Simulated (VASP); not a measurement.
# Cu (C2/m) in VASP: single point with PBE

Aim: the single point of Cu with PBE.

All numbers are computed with VASP 6.6.1; they aren't measurements. Logs are shortened: lines on timing, memory, paths and dates and some standing lists are left out, and cuts for length are marked.

### Step 1. The cell of the first run

The structure is monoclinic, space group C2/m (No. 12). The conventional cell has a = 4.214 Å, b = 2.433 Å, c = 2.598 Å, α = 90.00°, β = 123.11°, γ = 90.00°. Within 3.2 Å of Cu (site symmetry 2/m) lie 12 Cu at 2.43 to 2.60 Å.

### Step 2. Single point, PBE

Input file INCAR:

```
SYSTEM = Cu
PREC = Accurate
ENCUT = 520
EDIFF = 1E-7
ISMEAR = 0
SIGMA = 0.1
LREAL = .FALSE.
LASPH = .TRUE.
NELM = 100
ALGO = Fast
ISIF = 2
LWAVE = .FALSE.
LCHARG = .FALSE.
GGA = PE
NBANDS = 24
```

Input file KPOINTS:

```
Automatic mesh
0
G
  9 9 15
  0 0 0
```

Input file POSCAR:

```
Cu
1.0
    4.2141842580      0.0000000000     -0.0137042634
   -2.1070921290      3.6496099209      0.0068521317
   -1.4119944592      0.0000000000      2.1803331560
Cu
3
Direct
    0.3333333333      0.6666666667      0.0000000000
    0.0000000000      0.0000000000      0.0000000000
    0.6666666667      0.3333333333      0.0000000000
```

Potentials or basis: VASP PAW PBE potentials, release 64 (Cu).

The run is started by

```console
$ cat potpaw_PBE.64/Cu/POTCAR > POTCAR
$ mpirun -np 1 vasp_std > vasp.out
```

OUTCAR:

```text
SYSTEM = Cu
   PREC = Accurate
   ENCUT = 520
   EDIFF = 1E-7
   ISMEAR = 0
   LREAL = .FALSE.
   LASPH = .TRUE.
   NELM = 100
   ISIF = 2
   GGA = PE

 ion  position               nearest neighbor table
   1  0.333  0.667  0.000-   3 2.43   3 2.43   2 2.43   2 2.43   2 2.43   3 2.43   2 2.59   2 2.59
                             3 2.59   3 2.59
   2  0.000  0.000  0.000-   1 2.43   3 2.43   1 2.43   3 2.43   3 2.43   1 2.43   1 2.59   3 2.59
                             3 2.59   1 2.59
   3  0.667  0.333  0.000-   1 2.43   1 2.43   2 2.43   2 2.43   2 2.43   1 2.43   2 2.59   2 2.59
                             1 2.59   1 2.59

  LATTYP: Found a base centered monoclinic cell.
 ALAT       =     4.2142065406
 B/A-ratio  =     1.7320508075
 C/A-ratio  =     0.6163937653
 COS(beta)  =    -0.5463009899

  Lattice vectors:

 A1 = (   2.1070921290,  -3.6496099209,  -0.0068521317)
 A2 = (   2.1070921290,   3.6496099209,  -0.0068521317)
 A3 = (  -1.4119944592,   0.0000000000,   2.1803331560)

Analysis of symmetry for initial positions (statically):
=====================================================================
 Subroutine PRICEL returns following result:

  LATTYP: Found a base centered monoclinic cell.
 ALAT       =     4.2142065400
 B/A-ratio  =     0.5773502693
 C/A-ratio  =     0.6163937654
 COS(beta)  =    -0.5463009899

  Lattice vectors:

 A1 = (   2.1070921288,  -1.2165366402,  -0.0068521317)
 A2 = (   2.1070921286,   1.2165366405,  -0.0068521317)
 A3 = (  -1.4119944592,   0.0000000000,   2.1803331560)

   3 primitive cells build up your supercell.

 Routine SETGRP: Setting up the symmetry group for a
 base centered monoclinic supercell.

 Subroutine GETGRP returns: Found  4 space group operations
 (whereof  4 operations were pure point group operations)
 out of a pool of  4 trial point group operations.

The static configuration has the point symmetry C_2h.

Analysis of symmetry for dynamics (positions and initial velocities):
=====================================================================
 Subroutine PRICEL returns following result:

  LATTYP: Found a base centered monoclinic cell.
 ALAT       =     4.2142065400
 B/A-ratio  =     0.5773502693
 C/A-ratio  =     0.6163937654
 COS(beta)  =    -0.5463009899

  Lattice vectors:

 A1 = (   2.1070921288,  -1.2165366402,  -0.0068521317)
 A2 = (   2.1070921286,   1.2165366405,  -0.0068521317)
 A3 = (  -1.4119944592,   0.0000000000,   2.1803331560)

   3 primitive cells build up your supercell.

 Routine SETGRP: Setting up the symmetry group for a
 base centered monoclinic supercell.

 Subroutine GETGRP returns: Found  4 space group operations
 (whereof  4 operations were pure point group operations)
 out of a pool of  4 trial point group operations.

The dynamic configuration has the point symmetry C_2h.

 Subroutine INISYM returns: Found  4 space group operations
 (whereof  4 operations are pure point group operations),
 and found     3 'primitive' translations

----------------------------------------------------------------------------------------

                                     Primitive cell

  volume of cell :      11.1544

  direct lattice vectors                    reciprocal lattice vectors
     2.107092129 -1.216536640 -0.006852132     0.237794637 -0.411002828  0.153996975
     2.107092129  1.216536641 -0.006852132     0.237794637  0.411002828  0.153996975
    -1.411994459  0.000000000  2.180333156     0.001494634 -0.000000000  0.459613437

  length of vectors
     2.433073280  2.433073280  2.597610637     0.499184017  0.499184017  0.459615867

  position of ions in fractional coordinates (direct lattice)
     1.000000000  1.000000000  1.000000000

  ion indices of the primitive-cell ions
   primitive index   ion index
                 1           1

----------------------------------------------------------------------------------------

 KPOINTS: Automatic mesh

Automatic generation of k-mesh.
 Grid dimensions read from file:
 generate k-points for:    9    9   15

 Generating k-lattice:

  Cartesian coordinates                     Fractional coordinates (reciprocal lattice)
     0.026421626  0.015222327  0.017110775     0.111111111 -0.000000000  0.000000000
     0.000000000  0.030444654  0.000000000     0.000000000  0.111111111  0.000000000
     0.000099642  0.000000000  0.030640896    -0.000000000  0.000000000  0.066666667

  Length of vectors
     0.034965700  0.030444654  0.030641058

  Shift w.r.t. Gamma in fractional coordinates (k-lattice)
     0.000000000  0.000000000  0.000000000

 Subroutine IBZKPT returns following result:
 ===========================================

 Found    340 irreducible k-points:

 Following reciprocal coordinates:
            Coordinates               Weight
  0.000000  0.000000  0.000000      1.000000
  0.111111  0.000000  0.000000      4.000000
  0.222222 -0.000000 -0.000000      4.000000
  0.333333 -0.000000  0.000000      4.000000
  0.444444 -0.000000 -0.000000      4.000000
  0.000000  0.111111  0.000000      2.000000
[... 16 lines left out ...]
  0.333333  0.333333  0.000000      2.000000
  0.000000  0.444444  0.000000      2.000000
 [... further k-points ...]
   k-points           NKPTS =    340   k-points in BZ     NKDIM =    340   number of bands    NBANDS=     24
   number of dos      NEDOS =    301   number of ions     NIONS =      3
   total plane-waves  NPLWV =  20480
   dimension x,y,z NGX =    32 NGY =   32 NGZ =   20
   dimension x,y,z NGXF=    64 NGYF=   64 NGZF=   40
   ions per type =               3
   NGX,Y,Z   is equivalent  to a cutoff of  12.62, 12.62, 12.80 a.u.
   NGXF,Y,Z  is equivalent  to a cutoff of  25.25, 25.25, 25.60 a.u.
 SYSTEM =  Cu
   PREC   = accura    normal or accurate (medium, high low for compatibility)
   ISTART =      0    job   : 0-new  1-cont  2-samecut
   ICHARG =      2    charge: 1-file 2-atom 10-const
   ISPIN  =      1    spin polarized calculation?
   LNONCOLLINEAR =      F non collinear calculations
   LSORBIT =      F    spin-orbit coupling
   LASPH  =      T    aspherical Exc in radial PAW
   ENCUT  =  520.0 eV  38.22 Ry    6.18 a.u.   7.84  7.84  4.83*2*pi/ulx,y,z
   NELM   =    100;   NELMIN=  2; NELMDL= -5     # of ELM steps
   EDIFF  = 0.1E-06   stopping-criterion for ELM
   LREAL  =      F    real-space projection
   EDIFFG = 0.1E-05   stopping-criterion for IOM
   NSW    =      0    number of steps for IOM
   IBRION =     -1    ionic relax: 0-MD 1-quasi-New 2-CG
   NFREE  =      0    steps in history (QN), initial steepest desc. (CG)
   ISIF   =      2    stress and relaxation
   ISYM   =      2    0-nonsym 1-usesym 2-fastsym
   POTIM  = 0.5000    time-step for ionic-motion
   TEBEG  =    0.0;   TEEND  =   0.0 temperature during run
   PSTRESS=    0.0 pullay stress
   NELECT =      33.0000    total number of electrons
   NUPDOWN=      -1.0000    fix difference up-down
   EMIN   =  10.00;   EMAX   =-10.00  energy-range for DOS
   EFERMI =   0.00;   METHOD = LEGACY
   ISMEAR =     0;   SIGMA  =   0.10  broadening in eV -4-tet -1-fermi 0-gaus
   EFERMI_NEDOS =   21; number of points for ismear=-14 and -15
   IALGO  =     68    algorithm
   IMIX   =      4    mixing-type and parameters
     AMIX     =   0.40;   BMIX     =  1.00
     AMIX_MAG =   1.60;   BMIX_MAG =  1.00
  volume/ion in A,a.u.               =      11.15        75.27
  Fermi-wavevector in a.u.,A,eV,Ry     =   1.629510  3.079328 36.127593  2.655303
  Thomas-Fermi vector in A             =   2.721964
   LORBIT       =      0    0 simple, 1 ext, 2 COOP (PROOUT), +10 PAW based schemes
   GGA     = PE    functional components
   LHFCALC =     F    Hartree Fock is set to
   AEXX    =    0.0000 exact exchange contribution
   IVDW    =     0    specifies the selected vdW correction
   LEPSILON=     F    determine dielectric tensor
   LRPA    =     F    only Hartree local field effects (RPA)
 non-spin polarized calculation
 RMM-DIIS sequential band-by-band and
 Gauss-broadening in eV      SIGMA  =   0.10
  energy-cutoff  :      520.00
  volume of cell :       33.46
 maximum number of plane-waves:       919
   NGX = 15   NGY = 15   NGZ =  9

 number of electron      33.0000009 magnetization

 Free energy of the ion-electron system (eV)
  ---------------------------------------------------
  ext. energy  EPLUGINS =         0.00000000
  ---------------------------------------------------
  free energy    TOTEN  =       -10.96674114 eV

  energy without entropy =      -10.96297164  energy(sigma->0) =      -10.96485639

 E-fermi :   8.3626     XC(G=0): -13.0547

 val. band max:        8.3605717114   @ k =  -0.4444  -0.4444   0.4667
 cond. band min:       8.3742929423   @ k =   0.1111   0.3333   0.2000
 fundamental gap:      0.0137212309
 Fermi energy:         8.3625890659

 k-point     1 :       0.0000    0.0000    0.0000
  band No.  band energies     occupation
      1      -1.4772      2.00000
      2       4.1494      2.00000
      3       4.1494      2.00000
      4       4.2357      2.00000
      5       4.2357      2.00000
      6       4.7635      2.00000
[... 16 lines left out ...]
     23      24.3739      0.00000
     24      24.3739      0.00000

 k-point     2 :       0.1111    0.0000    0.0000
  band No.  band energies     occupation
      1      -1.2824      2.00000
      2       3.9695      2.00000
      3       4.0180      2.00000
      4       4.1724      2.00000
      5       4.4257      2.00000
      6       4.7919      2.00000
[... 16 lines left out ...]
     23      23.7551      0.00000
     24      25.3432      0.00000

 k-point     3 :       0.2222   -0.0000   -0.0000
  band No.  band energies     occupation
      1      -0.7086      2.00000
      2       3.5964      2.00000
      3       3.7481      2.00000
      4       4.1869      2.00000
      5       4.6969      2.00000
      6       4.8148      2.00000
[... 16 lines left out ...]
     23      23.5686      0.00000
     24      26.5246      0.00000
[... 514 lines left out ...]
 k-point    23 :       0.3333    0.3333    0.0000
  band No.  band energies     occupation
      1       2.1254      2.00000
      2       2.1254      2.00000
      3       2.7111      2.00000
      4       3.9334      2.00000
      5       4.8776      2.00000
      6       4.8776      2.00000
[... 16 lines left out ...]
     23      25.3584      0.00000
     24      26.7273      0.00000

 k-point    24 :       0.0000    0.4444    0.0000
  band No.  band energies     occupation
      1       0.7570      2.00000
      2       1.8398      2.00000
      3       3.0941      2.00000
      4       3.5753      2.00000
      5       4.5677      2.00000
      6       4.7121      2.00000
[... 16 lines left out ...]
     23      23.4546      0.00000
     24      25.0044      0.00000

 [... further k-points ...]

------------------------ aborting loop because EDIFF is reached ----------------------------------------

  FORCE on cell =-STRESS in cart. coord.  units (eV):
  Direction    XX          YY          ZZ          XY          YZ          ZX
  --------------------------------------------------------------------------------------
  -------------------------------------------------------------------------------------
  Total        4.2724326      4.3551182      0.1173328      0.0000000      0.0000000     -0.0233204
  in kB      204.5589802    208.5178680      5.6177535      0.0000000      0.0000000     -1.1165530
  external PRESSURE =     139.5648672 kB  Pullay stress =       0.0000000 kB

 VOLUME and BASIS-vectors are now :
 -----------------------------------------------------------------------------
  energy-cutoff  :      520.00
  volume of cell :       33.46
      direct lattice vectors                 reciprocal lattice vectors
     4.214184258  0.000000000 -0.013704263     0.237794637  0.137000943  0.153996975
    -2.107092129  3.649609921  0.006852132     0.000000000  0.274001886  0.000000000
    -1.411994459  0.000000000  2.180333156     0.001494634  0.000000000  0.459613437

 POSITION                                       TOTAL-FORCE (eV/Angst)
 -----------------------------------------------------------------------------------
     -0.00000      2.43307      0.00000         0.000000     -0.000000     -0.000000
      0.00000      0.00000      0.00000        -0.000000      0.000000     -0.000000
      2.10709      1.21654     -0.00685        -0.000000      0.000000      0.000000
 -----------------------------------------------------------------------------------
    total drift:                                0.000000      0.000000     -0.000000

  FREE ENERGIE OF THE ION-ELECTRON SYSTEM (eV)
  ---------------------------------------------------
  free  energy   TOTEN  =       -10.9667411386 eV

  energy  without entropy=      -10.9629716437  energy(sigma->0) =      -10.96485639
```

Wall time 7.4 min (1 thread of Intel Xeon 8259CL, shared host); peak memory 0.31 GiB.

Results:

- Free energy: -10.9667 eV
- Pressure: 14.0 GPa
- Band gap on the k mesh: zero (an odd number of electrons rules out a gap without spin polarisation)

Stress tensor (GPa, compression positive):
```
20.46  0.00 -0.11
 0.00 20.85  0.00
-0.11  0.00  0.56
```

Caveat: the stress differs along the axes, from 1 to 21 GPa.
